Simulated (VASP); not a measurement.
# Ca3TeRu2 (P6/mmm) in VASP: notebook, part 2 of 2

VASP 6.6.1. The steps go on from the part before.

**4. Single point, PBE**

The input, INCAR:

```
PREC = Accurate ; ENCUT = 520
EDIFF = 1E-6 ; ISMEAR = 0
SIGMA = 0.1 ; LREAL = F
LASPH = T ; NELM = 80
ALGO = Fast ; ISIF = 2
LWAVE = F ; LCHARG = F
GGA = PE ; NBANDS = 41
```

The input, KPOINTS:

```
Automatic mesh
0
Gamma
  6 6 4
```

The input, POSCAR:

```
Ca3TeRu2
1.0
    6.2342191531      0.0000000000      0.0000000000
   -3.1171095766      5.3989921594      0.0000000000
    0.0000000000      0.0000000000      7.3243708855
Ca Te Ru
3 1 2
Direct
    0.5000000000      0.0000000000      0.5000000000
    0.0000000000      0.5000000000      0.5000000000
    0.5000000000      0.5000000000      0.5000000000
    0.0000000000      0.0000000000      0.0000000000
    0.0000000000      0.0000000000      0.3445314018
    0.0000000000      0.0000000000      0.6554685982
```

Potentials or basis: VASP PAW PBE potentials, release 64 (Ca_sv, Te, Ru_pv).

On the command line:

```sh
$ cat potpaw_PBE.64/Ca_sv/POTCAR potpaw_PBE.64/Te/POTCAR potpaw_PBE.64/Ru_pv/POTCAR > POTCAR
$ mpirun -np 1 vasp_std > vasp.out
```

OUTCAR:

```text
PREC = Accurate
   ENCUT = 520
   EDIFF = 1E-6
   ISMEAR = 0
   LREAL = F
   LASPH = T
   NELM = 80
   ISIF = 2
   GGA = PE

 ion  position               nearest neighbor table
   1  0.500  0.000  0.500-   2 3.12   2 3.12   3 3.12   3 3.12
   2  0.000  0.500  0.500-   3 3.12   3 3.12   1 3.12   1 3.12
   3  0.500  0.500  0.500-   2 3.12   2 3.12   1 3.12   1 3.12
   4  0.000  0.000  0.000-   5 2.52   6 2.52
   5  0.000  0.000  0.345-   6 2.28   4 2.52
   6  0.000  0.000  0.655-   5 2.28   4 2.52

  LATTYP: Found a hexagonal cell.
 ALAT       =     6.2342191531
 C/A-ratio  =     1.1748658021

  Lattice vectors:

 A1 = (   6.2342191531,   0.0000000000,   0.0000000000)
 A2 = (  -3.1171095766,   5.3989921594,   0.0000000000)
 A3 = (   0.0000000000,   0.0000000000,   7.3243708855)

Analysis of symmetry for initial positions (statically):
=====================================================================
 Subroutine PRICEL returns:
 Original cell was already a primitive cell.

 Routine SETGRP: Setting up the symmetry group for a
 hexagonal supercell.

 Subroutine GETGRP returns: Found 24 space group operations
 (whereof 24 operations were pure point group operations)
 out of a pool of 24 trial point group operations.

The static configuration has the point symmetry D_6h.

Analysis of symmetry for dynamics (positions and initial velocities):
=====================================================================
 Subroutine PRICEL returns:
 Original cell was already a primitive cell.

 Routine SETGRP: Setting up the symmetry group for a
 hexagonal supercell.

 Subroutine GETGRP returns: Found 24 space group operations
 (whereof 24 operations were pure point group operations)
 out of a pool of 24 trial point group operations.

The dynamic configuration has the point symmetry D_6h.

 Subroutine INISYM returns: Found 24 space group operations
[... 122 lines left out ...]
  volume/ion in A,a.u.               =      41.09       277.27
  Fermi-wavevector in a.u.,A,eV,Ry     =   1.044351  1.973537 14.839451  1.090669
  Thomas-Fermi vector in A             =   2.179100
   LORBIT       =      0    0 simple, 1 ext, 2 COOP (PROOUT), +10 PAW based schemes
   GGA     = PE    functional components
   LHFCALC =     F    Hartree Fock is set to
   AEXX    =    0.0000 exact exchange contribution
   IVDW    =     0    specifies the selected vdW correction
   LEPSILON=     F    determine dielectric tensor
   LRPA    =     F    only Hartree local field effects (RPA)
 non-spin polarized calculation
 RMM-DIIS sequential band-by-band and
 Gauss-broadening in eV      SIGMA  =   0.10
  energy-cutoff  :      520.00
  volume of cell :      246.53
 maximum number of plane-waves:      6670
 NGX is ok and might be reduce to    48
   NGX = 23   NGY = 23   NGZ = 27

 number of electron      63.9999992 magnetization

 Free energy of the ion-electron system (eV)
  ---------------------------------------------------
  ext. energy  EPLUGINS =         0.00000000
  ---------------------------------------------------
  free energy    TOTEN  =       -23.35838878 eV

  energy without entropy =      -23.33328988  energy(sigma->0) =      -23.34583933

 E-fermi :   1.6948     XC(G=0):  -7.3422

 val. band max:        1.6905233436   @ k =   0.1667   0.1667   0.0000
 cond. band min:       1.7220089158   @ k =   0.1667   0.0000   0.0000
 fundamental gap:      0.0314855722
 Fermi energy:         1.6947701304

 k-point     1 :       0.0000    0.0000    0.0000
  band No.  band energies     occupation
      1     -41.3217      2.00000
      2     -40.1717      2.00000
      3     -39.9656      2.00000
      4     -39.9656      2.00000
      5     -39.8182      2.00000
      6     -39.8182      2.00000
[... 913 lines left out ...]
     40       3.6255      0.00000
     41       4.6448      0.00000

------------------------ aborting loop because EDIFF is reached ----------------------------------------

  FORCE on cell =-STRESS in cart. coord.  units (eV):
  Direction    XX          YY          ZZ          XY          YZ          ZX
  --------------------------------------------------------------------------------------
  -------------------------------------------------------------------------------------
  Total       -0.0070806     -0.0070806     -0.0932578      0.0000000      0.0000000      0.0000000
  in kB       -0.0460166     -0.0460166     -0.6060813      0.0000000      0.0000000      0.0000000
  external PRESSURE =      -0.2327048 kB  Pullay stress =       0.0000000 kB

 VOLUME and BASIS-vectors are now :
 -----------------------------------------------------------------------------
  energy-cutoff  :      520.00
  volume of cell :      246.53
      direct lattice vectors                 reciprocal lattice vectors
     6.234219153  0.000000000  0.000000000     0.160405012  0.092609877  0.000000000
    -3.117109577  5.398992159  0.000000000     0.000000000  0.185219754  0.000000000
     0.000000000  0.000000000  7.324370885     0.000000000  0.000000000  0.136530497

 POSITION                                       TOTAL-FORCE (eV/Angst)
 -----------------------------------------------------------------------------------
      3.11711      0.00000      3.66219         0.000000     -0.000000      0.000000
     -1.55855      2.69950      3.66219         0.000000     -0.000000      0.000000
      1.55855      2.69950      3.66219         0.000000     -0.000000      0.000000
      0.00000      0.00000      0.00000         0.000000     -0.000000      0.000000
      0.00000      0.00000      2.52348         0.000000      0.000000     -0.062919
      0.00000      0.00000      4.80090        -0.000000     -0.000000      0.062919
 -----------------------------------------------------------------------------------
    total drift:                                0.000000     -0.000000     -0.000000

  FREE ENERGIE OF THE ION-ELECTRON SYSTEM (eV)
  ---------------------------------------------------
  free  energy   TOTEN  =       -23.3583887782 eV

  energy  without entropy=      -23.3332898793  energy(sigma->0) =      -23.34583933
```

stdout:

```text
POSCAR found type information on POSCAR CaTeRu
 POSCAR found :  3 types and       6 ions
 scaLAPACK will be used
 LDA part: xc-table for (Slater+PW92), standard interpolation
 POSCAR, INCAR and KPOINTS ok, starting setup
 FFT: planning ... GRIDC
 FFT: planning ... GRID_SOFT
 FFT: planning ... GRID
 WAVECAR not read
 entering main loop
WARNING in EDDRMM: call to ZHEGV failed, returncode =   6  3     15
WARNING in EDDRMM: call to ZHEGV failed, returncode =   6  3     29
WARNING in EDDRMM: call to ZHEGV failed, returncode =   8  4     24
WARNING in EDDRMM: call to ZHEGV failed, returncode =   6  3     20
WARNING in EDDRMM: call to ZHEGV failed, returncode =   6  3     36
WARNING in EDDRMM: call to ZHEGV failed, returncode =   6  3     33
```

It took 11 min on 1 thread of Oxide Virtual Turin-like, shared host; peak memory 0.44 GiB.

Results:

```yaml
Free_energy: -23.3584 eV
Pressure: 0.0 GPa
Largest_force: 0.063 eV/Å
Band_gap_on_the_k_mesh: zero (bands 32 and 33 overlap by 0.87 eV)
```

Forces in eV/Å, atoms in the order of the input:
```
Ca   0.000  0.000  0.000
Ca   0.000  0.000  0.000
Ca   0.000  0.000  0.000
Te   0.000  0.000  0.000
Ru   0.000  0.000 -0.063
Ru   0.000  0.000  0.063
```

Caveat: spin-orbit coupling is left out, which moves the levels of the heavy elements.

**5. Single point, PBE**

This run uses another cell than the first one, of 41.19 Å³/atom.

The input, INCAR:

```
SYSTEM = Ca3TeRu2
PREC = Accurate ; ENCUT = 520
EDIFF = 1E-7 ; ISMEAR = 0
SIGMA = 0.1 ; LREAL = .False.
LASPH = .True. ; NELM = 100
ALGO = Fast ; ISIF = 2
LWAVE = .False. ; LCHARG = .False.
GGA = PE ; NBANDS = 41
```

The input, KPOINTS:

```
regular mesh
0
Gamma
  6 6 6
  0 0 0
```

The input, POSCAR:

```
Ca3TeRu2
1.0
    6.2269025704      0.0000000000      0.0000000000
   -3.1134512852      5.3926558128      0.0000000000
    0.0000000000      0.0000000000      7.3593711508
Ca Te Ru
3 1 2
Direct
    0.5000000000      0.0000000000      0.5000000000
    0.0000000000      0.5000000000      0.5000000000
    0.5000000000      0.5000000000      0.5000000000
    0.0000000000      0.0000000000      0.0000000000
    0.0000000000      0.0000000000      0.3451496989
    0.0000000000      0.0000000000      0.6548503011
```

On the command line:

```sh
$ cat potpaw_PBE.64/Ca_sv/POTCAR potpaw_PBE.64/Te/POTCAR potpaw_PBE.64/Ru_pv/POTCAR > POTCAR
$ mpirun -np 1 vasp_std > vasp.out
```

Wall time 17 min (1 thread of Oxide Virtual Turin-like, shared host); peak memory 0.49 GiB.

Results (log left out):

```
Free energy            : -23.3041 eV
Pressure               : 0.0 GPa
Largest force          : 0.069 eV/Å
Band gap on the k mesh : zero (bands 32 and 33 overlap by 0.78 eV)
```

Forces on the atoms (eV/Å):
```
Ca   0.000  0.000  0.000
Ca   0.000  0.000  0.000
Ca   0.000  0.000  0.000
Te   0.000  0.000  0.000
Ru   0.000  0.000 -0.069
Ru   0.000  0.000  0.069
```

Levels at points of the mesh, in eV from the Fermi level:
```
           k point  band 29  band 30  band 31  band 32  band 33  band 34  band 35  band 36
(0.00, 0.00, 0.00)    -0.69    -0.52    -0.16    -0.16     0.06     0.06     0.85     1.57
(0.50, 0.00, 0.00)    -0.61    -0.38    -0.30    -0.20    -0.07     0.06     1.02     1.61
(0.00, 0.00, 0.50)    -0.66    -0.18    -0.18     0.14     0.82     1.45     1.45     1.91
(0.50, 0.00, 0.50)    -0.65    -0.42    -0.32     0.53     0.97     1.07     1.20     1.27
```

Caveat: spin-orbit coupling is left out, which moves the levels of the heavy elements.

**6. Overview**

| task | cell | k mesh | cutoff (eV) | gap on the mesh (eV) | pressure (GPa) | largest force (eV/Å) |
| --- | --- | --- | --- | --- | --- | --- |
| relaxation of cell and atoms | relaxed from a = 6.234, b = 6.234, c = 7.324 Å, angles 90.0, 90.0, 120.0°, 6 atoms | 6 × 6 × 6 | 600 | none | 0.0 | - |
| single point | a = 4.959, b = 4.959, c = 6.290 Å, angles 90.0, 90.0, 120.0°, 6 atoms | 6 × 6 × 4 | 520 | none | 53.0 | 7.57 |
| single point | a = 6.234, b = 6.234, c = 7.324 Å, angles 90.0, 90.0, 120.0°, 6 atoms | 6 × 6 × 4 | 520 | none | 0.0 | 0.06 |
| single point | a = 6.227, b = 6.227, c = 7.359 Å, angles 90.0, 90.0, 120.0°, 6 atoms | 6 × 6 × 6 | 520 | none | 0.0 | 0.07 |

Alike in all rows: level PBE; potentials or basis VASP PAW PBE potentials, release 64 (Ca_sv, Te, Ru_pv); no spin polarisation; smearing gaussian 0.1 eV.

Caveats: spin-orbit coupling is left out, which moves the levels of the heavy elements; atoms lie so close that the PAW spheres overlap strongly, which falsifies energies and pressures (at least some runs); the cell stands under pressure (at least some runs); forces of over 1 eV/Å act on the atoms, so gaps and moduli don't describe the material at rest (at least some runs).

Total energies depend on the potentials used, so only differences within one code and one set of settings carry meaning.
